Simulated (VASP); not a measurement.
A run of VASP 6.6.1:

Contents of POSCAR:

```
BeS
1.0
    0.0000000000      2.4342241204      2.4342241204
    2.4342241204      0.0000000000      2.4342241204
    2.4342241204      2.4342241204      0.0000000000
Be S
1 1
Direct
    0.0000000000      0.0000000000      0.0000000000
    0.7500000000      0.7500000000      0.7500000000
```

Contents of INCAR.step1:

```
  PREC = Accurate
  ENCUT = 600
  ISMEAR = 0
  SIGMA = 0.01
  LREAL = False
  LASPH = True
  NELM = 80
  GGA = PE
  ALGO = Normal
  EDIFF = 1E-4
  LWAVE = True
  LCHARG = False
```

Contents of INCAR.step2:

```
  PREC = Accurate
  ENCUT = 600
  EDIFF = 1E-6
  ISMEAR = 0
  SIGMA = 0.01
  LREAL = False
  LASPH = True
  NELM = 80
  ALGO = Normal
  ISIF = 3
  LWAVE = False
  LCHARG = False
  METAGGA = R2SCAN
  LMIXTAU = True
  IBRION = 2
  NSW = 100
  EDIFFG = -0.002
  PSTRESS = 150.0
  ISTART = 1
```

The input KPOINTS:

```
Automatic mesh
0
Gamma
  8 8 8
```

Potentials or basis: VASP PAW PBE potentials, release 64 (Be, S).

The run is started by

```bash
$ cat potpaw_PBE.64/Be/POTCAR potpaw_PBE.64/S/POTCAR > POTCAR
$ cp INCAR.step1 INCAR
$ mpirun -np 1 vasp_std > vasp.out
$ cp INCAR.step2 INCAR
$ mpirun -np 1 vasp_std > vasp.out
```

Hardware: 1 thread of Intel(R) Xeon(R) 6975P-C (Granite Rapids) (shared host).

How long does it take, and how much memory?

It took 2.4 min on 1 thread of Intel(R) Xeon(R) 6975P-C (Granite Rapids), with other jobs on the host, peak memory 0.16 GiB. Counts: k points 29, ion steps 6.
